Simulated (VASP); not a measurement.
# GaN (P6_3mc) in VASP: further runs, part 2 of 2

VASP 6.6.1. Earlier steps stand in the parts before.

**3. Single point, PBE**

INCAR reads:

```
SYSTEM = GaN
PREC = Accurate
ENCUT = 520
EDIFF = 1E-7
ISMEAR = 0
SIGMA = 0.01
LREAL = .False.
LASPH = .True.
NELM = 60
ALGO = Normal
ISIF = 2
LWAVE = .False.
LCHARG = .False.
GGA = PE
NBANDS = 26
```

KPOINTS reads:

```
regular mesh
0
Gamma
  6 6 4
  0 0 0
```

POSCAR reads:

```
GaN
1.0
    3.1831495973      0.0000000000      0.0000000000
   -1.5915747987      2.7566884153      0.0000000000
    0.0000000000      0.0000000000      5.1836257396
Ga N
2 2
Direct
    0.3333333333      0.6666666667     -0.0008868472
    0.6666666667      0.3333333333      0.4991131528
    0.3333333333      0.6666666667      0.3758868472
    0.6666666667      0.3333333333      0.8758868472
```

Potentials or basis: VASP PAW PBE potentials, release 64 (Ga_d, N).

Run with:

```bash
$ cat potpaw_PBE.64/Ga_d/POTCAR potpaw_PBE.64/N/POTCAR > POTCAR
$ mpirun -np 1 vasp_std > vasp.out
```

OUTCAR:

```text
SYSTEM = GaN
   PREC = Accurate
   ENCUT = 520
   EDIFF = 1E-7
   ISMEAR = 0
   LREAL = .False.
   LASPH = .True.
   NELM = 60
   ISIF = 2
   GGA = PE

 ion  position               nearest neighbor table
   1  0.333  0.667  0.999-   4 1.95   4 1.95   4 1.95   3 1.95
   2  0.667  0.333  0.499-   3 1.95   3 1.95   3 1.95   4 1.95
   3  0.333  0.667  0.376-   2 1.95   2 1.95   2 1.95   1 1.95
   4  0.667  0.333  0.876-   1 1.95   1 1.95   1 1.95   2 1.95

  LATTYP: Found a hexagonal cell.
 ALAT       =     3.1831495973
 C/A-ratio  =     1.6284580982

  Lattice vectors:

 A1 = (   3.1831495973,   0.0000000000,   0.0000000000)
 A2 = (  -1.5915747987,   2.7566884153,   0.0000000000)
 A3 = (   0.0000000000,   0.0000000000,   5.1836257396)

Analysis of symmetry for initial positions (statically):
=====================================================================
 Subroutine PRICEL returns:
 Original cell was already a primitive cell.

 Routine SETGRP: Setting up the symmetry group for a
 hexagonal supercell.

 Subroutine GETGRP returns: Found 12 space group operations
 (whereof  6 operations were pure point group operations)
 out of a pool of 24 trial point group operations.

[... 166 lines left out ...]

 val. band max:        5.3689609343   @ k =   0.0000   0.0000   0.0000
 cond. band min:       7.3099171497   @ k =   0.0000   0.0000   0.0000
 fundamental gap:      1.9409562155
 Fermi energy:         5.4337374144

 k-point     1 :       0.0000    0.0000    0.0000
  band No.  band energies     occupation
      1     -10.6485      2.00000
      2      -9.7138      2.00000
      3      -8.0744      2.00000
      4      -8.0590      2.00000
      5      -8.0590      2.00000
      6      -7.9969      2.00000
[... 598 lines left out ...]
     25      19.3957      0.00000
     26      19.4728      0.00000

------------------------ aborting loop because EDIFF is reached ----------------------------------------

  FORCE on cell =-STRESS in cart. coord.  units (eV):
  Direction    XX          YY          ZZ          XY          YZ          ZX
  --------------------------------------------------------------------------------------
  -------------------------------------------------------------------------------------
  Total        1.7609240      1.7609240      1.7787239     -0.0000000      0.0000000      0.0000000
  in kB       62.0258646     62.0258646     62.6528380     -0.0000000      0.0000000      0.0000000
  external PRESSURE =      62.2348557 kB  Pullay stress =       0.0000000 kB

 VOLUME and BASIS-vectors are now :
 -----------------------------------------------------------------------------
  energy-cutoff  :      520.00
  volume of cell :       45.49
      direct lattice vectors                 reciprocal lattice vectors
     3.183149597  0.000000000  0.000000000     0.314154258  0.181377045  0.000000000
    -1.591574799  2.756688415  0.000000000     0.000000000  0.362754091  0.000000000
     0.000000000  0.000000000  5.183625740     0.000000000  0.000000000  0.192915162

 POSITION                                       TOTAL-FORCE (eV/Angst)
 -----------------------------------------------------------------------------------
     -0.00000      1.83779      5.17903         0.000000      0.000000      0.004457
      1.59157      0.91890      2.58722         0.000000     -0.000000      0.004457
     -0.00000      1.83779      1.94846        -0.000000      0.000000     -0.004457
      1.59157      0.91890      4.54027        -0.000000     -0.000000     -0.004457
 -----------------------------------------------------------------------------------
    total drift:                               -0.000001     -0.000001     -0.001073

  FREE ENERGIE OF THE ION-ELECTRON SYSTEM (eV)
  ---------------------------------------------------
  free  energy   TOTEN  =       -24.2928309330 eV

  energy  without entropy=      -24.2928309330  energy(sigma->0) =      -24.29283093
```

OSZICAR:

```text
N       E                     dE             d eps       ncg     rms          rms(c)
DAV:   1     0.290067255177E+03    0.29007E+03   -0.17619E+04  1208   0.261E+03
DAV:   2     0.930390249604E+01   -0.28076E+03   -0.26368E+03  1188   0.507E+02
DAV:   3    -0.271289009022E+02   -0.36433E+02   -0.35970E+02  1334   0.145E+02
DAV:   4    -0.283047331334E+02   -0.11758E+01   -0.11715E+01  1324   0.285E+01
DAV:   5    -0.283283563263E+02   -0.23623E-01   -0.23610E-01  1344   0.377E+00    0.110E+01
DAV:   6    -0.242118851207E+02    0.41165E+01   -0.10030E+01  1802   0.492E+01    0.306E+00
DAV:   7    -0.243109429147E+02   -0.99058E-01   -0.14332E+00  1148   0.899E+00    0.272E+00
DAV:   8    -0.243057193040E+02    0.52236E-02   -0.14011E-01  1774   0.509E+00    0.752E-01
DAV:   9    -0.242922916281E+02    0.13428E-01   -0.46589E-02  1762   0.369E+00    0.340E-01
DAV:  10    -0.242928862353E+02   -0.59461E-03   -0.39738E-03  1170   0.427E-01    0.657E-02
DAV:  11    -0.242928304876E+02    0.55748E-04   -0.51898E-04  1556   0.430E-01    0.396E-02
DAV:  12    -0.242928303125E+02    0.17517E-06   -0.56283E-05  1230   0.595E-02    0.226E-02
DAV:  13    -0.242928314933E+02   -0.11809E-05   -0.37005E-05  1690   0.702E-02    0.210E-02
DAV:  14    -0.242928308953E+02    0.59809E-06   -0.66559E-06  1140   0.212E-02    0.929E-03
DAV:  15    -0.242928309330E+02   -0.37704E-07   -0.47472E-07  1308   0.519E-03
   1 F= -.24292831E+02 E0= -.24292831E+02  d E =-.468862E-22
```

stdout:

```text
POSCAR found type information on POSCAR GaN
 POSCAR found :  2 types and       4 ions
 scaLAPACK will be used
 LDA part: xc-table for (Slater+PW92), standard interpolation
 POSCAR, INCAR and KPOINTS ok, starting setup
 FFT: planning ... GRIDC
 FFT: planning ... GRID_SOFT
 FFT: planning ... GRID
 WAVECAR not read
 entering main loop
```

Wall time 36 s (1 thread of AMD EPYC 7R13 (Zen 3), shared host); peak memory 0.13 GiB.

Results:

```yaml
Free_energy: -24.2928 eV
Pressure: 6.2 GPa
Largest_force: 0.004 eV/Å
Band_gap_on_the_k_mesh: 1.94 eV, direct
```

Forces on the atoms (eV/Å):
```
Ga   0.000  0.000  0.004
Ga   0.000  0.000  0.004
N    0.000  0.000 -0.004
N    0.000  0.000 -0.004
```

Levels at points of the mesh, in eV from the valence-band top:
```
           k point  band 14  band 15  band 16  band 17  band 18  band 19  band 20  band 21  band 22  band 23
(0.00, 0.00, 0.00)    -1.04    -1.04    -0.04     0.00     0.00     1.94     4.28     9.22     9.92     9.92
(0.50, 0.00, 0.00)    -5.30    -4.22    -2.75    -2.21    -1.00     5.08     5.59     6.06     8.62    10.38
(0.00, 0.00, 0.50)    -3.85    -0.53    -0.53    -0.53    -0.53     4.27     4.27     8.49     8.49    10.43
(0.50, 0.00, 0.50)    -6.62    -1.95    -1.95    -1.90    -1.90     4.42     4.42     7.79     7.79     9.99
```

**4. Single point, r2SCAN**

POSCAR is that of step 3.

INCAR.step1 reads:

```
PREC     = Accurate       # precision mode
ENCUT    = 520            # plane-wave cutoff, eV
ISMEAR   = 0              # smearing method
SIGMA    = 0.01           # smearing width, eV
LREAL    = False          # projectors in reciprocal space
LASPH    = True           # aspherical terms in the spheres
NELM     = 80             # most SCF steps
NBANDS   = 26             # bands
GGA      = PE             # functional
ALGO     = Normal         # electronic algorithm
EDIFF    = 1E-4           # SCF threshold, eV
LWAVE    = True           # write WAVECAR
LCHARG   = False          # write CHGCAR
```

INCAR.step2 reads:

```
PREC     = Accurate       # precision mode
ENCUT    = 520            # plane-wave cutoff, eV
EDIFF    = 1E-6           # SCF threshold, eV
ISMEAR   = 0              # smearing method
SIGMA    = 0.01           # smearing width, eV
LREAL    = False          # projectors in reciprocal space
LASPH    = True           # aspherical terms in the spheres
NELM     = 80             # most SCF steps
ALGO     = Normal         # electronic algorithm
ISIF     = 2              # what is computed and relaxed
LWAVE    = False          # write WAVECAR
LCHARG   = False          # write CHGCAR
METAGGA  = R2SCAN         # meta-GGA
LMIXTAU  = True         
NBANDS   = 26             # bands
ISTART   = 1
```

KPOINTS reads:

```
regular mesh
0
Gamma
  6 6 4
```

Run with:

```bash
$ cat potpaw_PBE.64/Ga_d/POTCAR potpaw_PBE.64/N/POTCAR > POTCAR
$ cp INCAR.step1 INCAR
$ mpirun -np 1 vasp_std > vasp.out
$ cp INCAR.step2 INCAR
$ mpirun -np 1 vasp_std > vasp.out
```

Run time: 2.2 min. Hardware: 1 thread of AMD EPYC 7R13 (Zen 3), shared host; peak memory 0.14 GiB.

The run converged. Its results:

* Free energy: -43.8171 eV
* Pressure: 1.1 GPa
* Largest force: 0.005 eV/Å
* Band gap on the k mesh: 2.34 eV, direct

Forces in eV/Å, atoms in the order of the input:
```
Ga   0.000  0.000  0.005
Ga   0.000  0.000  0.005
N    0.000  0.000 -0.005
N    0.000  0.000 -0.005
```

Stress tensor (GPa, compression positive):
```
1.11 0.00 0.00
0.00 1.11 0.00
0.00 0.00 0.94
```

Levels at points of the mesh, in eV from the valence-band top:
```
           k point  band 14  band 15  band 16  band 17  band 18  band 19  band 20  band 21  band 22  band 23
(0.00, 0.00, 0.00)    -1.07    -1.07    -0.04     0.00     0.00     2.34     4.81     9.96    10.59    10.59
(0.50, 0.00, 0.00)    -5.40    -4.30    -2.84    -2.24    -1.03     5.58     6.12     6.55     9.35    11.06
(0.00, 0.00, 0.50)    -3.93    -0.55    -0.55    -0.55    -0.55     4.77     4.77     9.18     9.18    11.11
(0.50, 0.00, 0.50)    -6.72    -2.01    -2.01    -1.95    -1.95     4.89     4.89     8.42     8.42    10.76
```

Caveat: the PAW data sets were made with another functional, which shifts forces and pressure a little.

**5. Single point, PBE**

INCAR reads:

```
PREC = Accurate
ENCUT = 520
EDIFF = 1E-6
ISMEAR = 0
SIGMA = 0.01
LREAL = F
LASPH = T
NELM = 100
ALGO = Normal
ISIF = 2
LWAVE = F
LCHARG = F
GGA = PE
NBANDS = 26
```

KPOINTS reads:

```
regular mesh
0
Gamma
  9 9 4
```

POSCAR is that of step 4.

Run with:

```bash
$ cat potpaw_PBE.64/Ga_d/POTCAR potpaw_PBE.64/N/POTCAR > POTCAR
$ mpirun -np 1 vasp_std > vasp.out
```

Run time: 58 s. Hardware: 1 thread of AMD EPYC 7R13 (Zen 3), shared host; peak memory 0.14 GiB.

Results (log left out):

```
Free energy            : -24.2970 eV
Pressure               : 6.3 GPa
Largest force          : 0.005 eV/Å
Band gap on the k mesh : 1.94 eV, direct
```

Forces in eV/Å, atoms in the order of the input:
```
Ga   0.000  0.000  0.005
Ga   0.000  0.000  0.005
N    0.000  0.000 -0.005
N    0.000  0.000 -0.005
```

Stress tensor (GPa, compression positive):
```
6.23 0.00 0.00
0.00 6.23 0.00
0.00 0.00 6.34
```

Levels at points of the mesh, in eV from the valence-band top:
```tsv
k point	band 14	band 15	band 16	band 17	band 18	band 19	band 20	band 21	band 22	band 23
(0.00, 0.00, 0.00)	-1.04	-1.04	-0.04	0.00	0.00	1.94	4.28	9.22	9.92	9.92
(0.00, 0.00, 0.50)	-3.85	-0.53	-0.53	-0.53	-0.53	4.28	4.28	8.49	8.49	10.44
```

**6. Overview**

```tsv
level	k mesh	gap on the mesh (eV)	pressure (GPa)
PBE	6 × 6 × 4	1.94	6.2
r2SCAN	6 × 6 × 4	2.34	1.1
PBE	9 × 9 × 4	1.94	6.3
```

Alike in all rows: task single point; potentials or basis VASP PAW PBE potentials, release 64 (Ga_d, N); no spin polarisation; cell as given; cutoff (eV) 520; smearing gaussian 0.01 eV.

On the cell as given the gap runs from 1.94 eV (PBE) to 2.34 eV (r2SCAN); the meshes differ, which moves gaps too. The pressure there spans 1.1 GPa (r2SCAN) to 6.3 GPa (PBE); a positive pressure means that this level wants a larger cell, a negative one a smaller.

Caveats: the PAW data sets were made with another functional, which shifts forces and pressure a little (some runs).

Total energies depend on the potentials used, so only differences within one code and one set of settings carry meaning.

**7. Against experiment**

Step 4. Against the measured gap of GaN, 3.503 eV (direct; quoted in “Studying electronic properties in GaN without electrical contacts using γ-γ vs e−-γ Perturbed Angular Correlations”, 2019, pmc:6823545), the calculated 2.34 eV is off by -1.16 eV. Spin-orbit coupling on Ga is left out. The value is that of r2SCAN, without temperature or zero-point motion.
